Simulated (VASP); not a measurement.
Here is a VASP 6.6.1 calculation.

File POSCAR:

```
Pt
1.0
    2.7861568206      0.0000000000      0.0000000000
    0.0000000000      3.9402207625      0.0000000000
    1.3930784103      1.9701103813      1.3930784103
Pt
1
Direct
    0.0000000000      0.0000000000      0.0000000000
```

Contents of INCAR.step1:

```
SYSTEM = Pt
PREC = Accurate
ENCUT = 520
ISMEAR = 0
SIGMA = 0.1
LREAL = .FALSE.
LASPH = .TRUE.
NELM = 60
NBANDS = 11
ISYM = 0
GGA = PE
ALGO = Normal
EDIFF = 1E-4
LWAVE = .TRUE.
LCHARG = .FALSE.
```

The input INCAR.step2:

```
SYSTEM = Pt
PREC = Accurate
ENCUT = 520
EDIFF = 1E-7
ISMEAR = 0
SIGMA = 0.1
LREAL = .FALSE.
LASPH = .TRUE.
NELM = 60
ALGO = Normal
ISIF = 2
LWAVE = .FALSE.
LCHARG = .FALSE.
METAGGA = R2SCAN
LMIXTAU = .TRUE.
NBANDS = 11
ISYM = 0
ISTART = 1
```

KPOINTS

```
Automatic mesh
0
G
  12 9 24
  0 0 0
```

Potentials or basis: VASP PAW PBE potentials, release 64 (Pt).

Command:

```sh
$ cat potpaw_PBE.64/Pt/POTCAR > POTCAR
$ cp INCAR.step1 INCAR
$ mpirun -np 1 vasp_std > vasp.out
$ cp INCAR.step2 INCAR
$ mpirun -np 1 vasp_std > vasp.out
```

What does it give for the band gap on the k mesh?

Zero (bands 5 and 6 overlap by 2.31 eV).

Predict the pressure.

0.7 GPa.

Caveat: the PAW data sets were made with another functional, which shifts forces and pressure a little; spin-orbit coupling is left out, which moves the levels of the heavy elements.
